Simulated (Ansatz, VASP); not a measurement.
## HPt6 in VASP and in Ansatz

The input INCAR:

```
PREC = Accurate
ENCUT = 520
EDIFF = 1E-6
ISMEAR = 0
SIGMA = 0.1
LREAL = F
LASPH = T
NELM = 80
ALGO = Normal
ISIF = 2
LWAVE = F
LCHARG = T
LDIPOL = T
IDIPOL = 3
DIPOL = 0.5 0.5 0.289
GGA = PE
LELF = T
LVHAR = T
LVACPOTAV = T
NBANDS = 74
```

KPOINTS

```
Automatic mesh
0
Gamma
  5 5 1
```

The input POSCAR:

```
HPt6
1.0
    5.6143281343      0.0000000000      0.0000000000
    0.0000000000      5.6143281343      0.0000000000
    0.0000000000      0.0000000000     21.8513792319
Pt H
12 2
Direct
    0.2500000000      0.2500000000      0.1830548066
    0.2500000000      0.7500000000      0.1830548066
    0.7500000000      0.2500000000      0.1830548066
    0.7500000000      0.7500000000      0.1830548066
    0.0000000000      0.0000000000      0.2712126041
    0.0000000000      0.5000000000      0.2712126041
    0.5000000000      0.0000000000      0.2712126041
    0.5000000000      0.5000000000      0.2712126041
    0.2500000000      0.2500000000      0.3593081768
    0.2500000000      0.7500000000      0.3593081768
    0.7500000000      0.2500000000      0.3593081768
    0.7500000000      0.7500000000      0.3593081768
   -0.0667933885      0.0000000000      0.3945462271
    0.0667933885      0.0000000000      0.3945462271
```

Input for Ansatz:

```yaml
crystal:
  lattice:
    - [5.6143281343, 0.0, 0.0]
    - [0.0, 5.6143281343, 0.0]
    - [0.0, 0.0, 21.8513792319]
  atoms:
    - { symbol: Pt, position: [0.25, 0.25, 0.1830548066] }
    - { symbol: Pt, position: [0.25, 0.75, 0.1830548066] }
    - { symbol: Pt, position: [0.75, 0.25, 0.1830548066] }
    - { symbol: Pt, position: [0.75, 0.75, 0.1830548066] }
    - { symbol: Pt, position: [0.0, 0.0, 0.2712126041] }
    - { symbol: Pt, position: [0.0, 0.5, 0.2712126041] }
    - { symbol: Pt, position: [0.5, 0.0, 0.2712126041] }
    - { symbol: Pt, position: [0.5, 0.5, 0.2712126041] }
    - { symbol: Pt, position: [0.25, 0.25, 0.3593081768] }
    - { symbol: Pt, position: [0.25, 0.75, 0.3593081768] }
    - { symbol: Pt, position: [0.75, 0.25, 0.3593081768] }
    - { symbol: Pt, position: [0.75, 0.75, 0.3593081768] }
    - { symbol: H, position: [-0.0667933885, 0.0, 0.3945462271] }
    - { symbol: H, position: [0.0667933885, 0.0, 0.3945462271] }
basis:
  ecutwfc: 420
kpoints:
  mp_grid: { grid: [5, 5, 1] }
hamiltonian:
  xc: pbe
  pseudopotentials: { kind: paw, azcp: { folder: soft_1 } }
scf:
  occupations: { method: gaussian, width: 0.1 }
output:
  forces: true
  eigenvalues: true
efield:
  axis: 3
  dipole_correction: true
  ramp_width: 0.04
```

Alike in both runs: task single point; functional PBE; k mesh 5 × 5 × 1; occupations gaussian, width 0.1 eV; no spin polarisation.

```csv
,VASP,Ansatz
version,VASP 6.6.1,Ansatz 0.2.0
potentials or method,"VASP PAW PBE potentials, release 64 (Pt, H), cutoff 520 eV","scalar-relativistic, plane waves, PAW"
valence electrons in the cell,122,218
```

Ansatz gave:

- gap on the k mesh at the Fermi level (eV): none
- rms of the force components (eV/Å): 1.178
- work function, face that differs most (eV): 5.66

Problem. What did VASP give for the same quantities?

Solution. gap on the k mesh at the Fermi level (eV): none; rms of the force components (eV/Å): 1.173; work function, face that differs most (eV): 5.66.

Atom by atom the forces differ by 0.011 eV/Å (rms over components). A gap of «none» marks a metal or a gap that the smearing closes. The functional is the same, so the differences come from potentials, cutoffs and numerics. VASP's potentials hold 122 valence electrons a cell and Ansatz's 218, so a difference there can come from the potentials and not from the codes.

Neither program's run includes spin-orbit coupling.
